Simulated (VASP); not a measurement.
In3Ga5As8:

```
CELL_PARAMETERS angstrom
0.00000 5.80520 5.80520
5.80520 0.00000 5.80520
5.80520 5.80520 0.00000
ATOMIC_POSITIONS crystal
In 0.99993 0.99993 0.99854
In 0.99993 0.50161 0.99854
In 0.50161 0.99993 0.99854
Ga 0.99943 0.99943 0.50172
Ga 0.00006 0.49989 0.50016
Ga 0.49989 0.00006 0.50016
Ga 0.50032 0.50032 0.99905
Ga 0.49989 0.49989 0.50016
As 0.11943 0.11943 0.14171
As 0.12988 0.12988 0.61057
As 0.13544 0.61473 0.13511
As 0.12988 0.62967 0.61057
As 0.61473 0.13544 0.13511
As 0.62967 0.12988 0.61057
As 0.61473 0.61473 0.13511
As 0.62520 0.62520 0.62439
```

Base run:

| Property | Result |
| --- | --- |
| Program | VASP 6.6.1 |
| Functional | PBEsol |
| Potentials or basis | VASP PAW PBE potentials, release 64 (In_d, Ga_d, As) |
| Cutoff | 500 eV |
| k mesh | 3 × 3 × 3 |
| Occupations | gaussian, width 0.01 eV |
| Spin | no spin polarisation |

Its results: band gap on the k mesh zero (filled and empty bands touch); pressure 0.9 GPa; largest force 0.003 eV/Å.

**Question.** The run is repeated on the same cell with these changes: functional from PBEsol to r2SCAN; cutoff from 500 eV to 550 eV. What comes out?

**Answer.** Band gap on the k mesh 0.31 eV; pressure 1.2 GPa; largest force 0.082 eV/Å.

Caveats: the PAW data sets were made with another functional, which shifts forces and pressure a little; spin-orbit coupling is left out, which moves the levels of the heavy elements; semilocal functionals underestimate gaps, so a narrow gap can read as zero (at least some runs).

